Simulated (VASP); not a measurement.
Si16O (a cell with a defect): single point with LDA

Si16O (a cell with a defect):

```
Si O
1.0
     0.00000    5.43000    5.43000
     5.43000    0.00000    5.43000
     5.43000    5.43000    0.00000
Si O
16 1
Direct
  0.00153 0.00319 0.99967
  0.14514 0.13114 0.09783
  0.96836 0.03825 0.46816
  0.13159 0.10316 0.61476
  0.98978 0.49512 0.98910
  0.12830 0.61983 0.10561
  0.99973 0.45644 0.49424
  0.10012 0.58159 0.64310
  0.50096 0.01622 0.97913
  0.62662 0.12273 0.13474
  0.51484 0.99777 0.49552
  0.60779 0.19210 0.57685
  0.50961 0.49773 0.98985
  0.63057 0.65133 0.08930
  0.45251 0.56471 0.48426
  0.62890 0.63786 0.61921
  0.95985 0.80759 0.52282
```

- Program: VASP 6.6.1
- Task: single point
- Functional: LDA
- Potentials or basis: VASP PAW LDA potentials, release 64 (Si, O)
- Cutoff: 520 eV
- k mesh: 2 × 2 × 2
- Occupations: fermi-dirac, width 0.05 eV
- Spin: collinear spin, zero start
- Starting moments: [0.0, 0.0, 0.0, 0.0, 0.0, 0.0, 0.0, 0.0, 0.0, 0.0, 0.0, 0.0, 0.0, 0.0, 0.0, 0.0, 0.0] μB
- Dipole correction: no
- Further INCAR settings: LREAL = Auto; ALGO = Normal; EDIFF = 1e-06; NBANDS = 53

| Quantity | Value |
| --- | --- |
| Pressure | 2.0 GPa |
| Largest force | 2.366 eV/Å |
| Band gap on the k mesh | 0.14 eV |
| Net moment | 0.00 μB per cell |
| Valence electrons inside the program's atomic spheres | Si 1.69, 1.76, 1.71, 1.78, 1.67, 1.72, 1.77, 1.70, 1.73 (each value once); O 5.21 |

Forces on the atoms (eV/Å):
```
Si  -0.967 -0.220 -0.338
Si   0.701 -0.374 -1.109
Si   0.334  0.123  1.610
Si  -0.691  1.006 -1.219
Si   1.104  1.431  0.419
Si   0.480  0.412  0.004
Si   0.178 -0.789  0.952
Si  -2.326  0.432  0.046
Si  -0.561  0.203  2.060
Si  -0.987 -0.942  0.399
Si   1.235 -0.622 -0.099
Si   1.058  0.402 -0.903
Si   0.468 -0.200 -0.305
Si   0.842 -0.035 -1.664
Si  -0.709  0.540  0.925
Si  -1.167  0.063 -0.998
O    1.008 -1.430  0.219
```

Stress tensor (GPa, compression positive):
```
 2.16 -3.41  1.32
-3.41  2.14 -2.32
 1.32 -2.32  1.58
```

Levels at points of the mesh, in eV from the valence-band top:
Spin up:
| k point | band 31 | band 32 | band 33 | band 34 | band 35 | band 36 | band 37 | band 38 | band 39 | band 40 |
| --- | --- | --- | --- | --- | --- | --- | --- | --- | --- | --- |
| (0.00, 0.00, 0.00) | -1.15 | -0.96 | -0.65 | -0.34 | 0.00 | 0.14 | 0.38 | 0.54 | 0.60 | 0.82 |
| (0.50, 0.00, 0.00) | -1.80 | -1.38 | -1.00 | -0.86 | -0.52 | 0.99 | 1.13 | 1.23 | 1.34 | 1.42 |
| (0.00, 0.50, 0.00) | -1.66 | -1.04 | -0.96 | -0.75 | -0.31 | 0.62 | 0.97 | 1.25 | 1.32 | 1.39 |
| (0.00, 0.00, 0.50) | -1.98 | -1.73 | -1.00 | -0.85 | -0.76 | 0.93 | 0.98 | 1.14 | 1.24 | 1.32 |
| (0.50, 0.50, 0.50) | -1.71 | -1.69 | -0.97 | -0.88 | -0.53 | 0.83 | 1.07 | 1.14 | 1.26 | 1.48 |
| (0.50, 0.50, 0.00) | -1.74 | -1.55 | -1.50 | -1.28 | -0.88 | 0.77 | 1.21 | 1.87 | 2.07 | 2.10 |
| (0.00, 0.50, 0.50) | -1.86 | -1.60 | -1.38 | -1.28 | -0.99 | 1.06 | 1.11 | 1.90 | 2.10 | 2.16 |
| (0.50, 0.00, 0.50) | -1.73 | -1.59 | -1.46 | -1.30 | -0.86 | 0.81 | 1.07 | 1.77 | 2.05 | 2.10 |
Spin down:
```
           k point  band 33  band 34  band 35  band 36  band 37  band 38
(0.00, 0.00, 0.00)    -0.65    -0.34     0.00     0.14     0.38     0.54
(0.50, 0.00, 0.00)    -1.00    -0.86    -0.52     0.99     1.13     1.23
(0.00, 0.50, 0.00)    -0.96    -0.75    -0.31     0.62     0.97     1.25
(0.00, 0.00, 0.50)    -1.00    -0.85    -0.76     0.93     0.98     1.14
(0.50, 0.50, 0.50)    -0.97    -0.88    -0.53     0.83     1.07     1.14
(0.50, 0.50, 0.00)    -1.50    -1.28    -0.88     0.77     1.21     1.87
(0.00, 0.50, 0.50)    -1.38    -1.28    -0.99     1.06     1.11     1.90
(0.50, 0.00, 0.50)    -1.46    -1.30    -0.86     0.81     1.07     1.77
```

Run time: 5.2 min on 1 thread of Intel(R) Xeon(R) Platinum 8559C (Emerald Rapids), on a shared host, peak memory 0.48 GiB.

Caveat: the k points lie up to 0.50 Å⁻¹ apart.
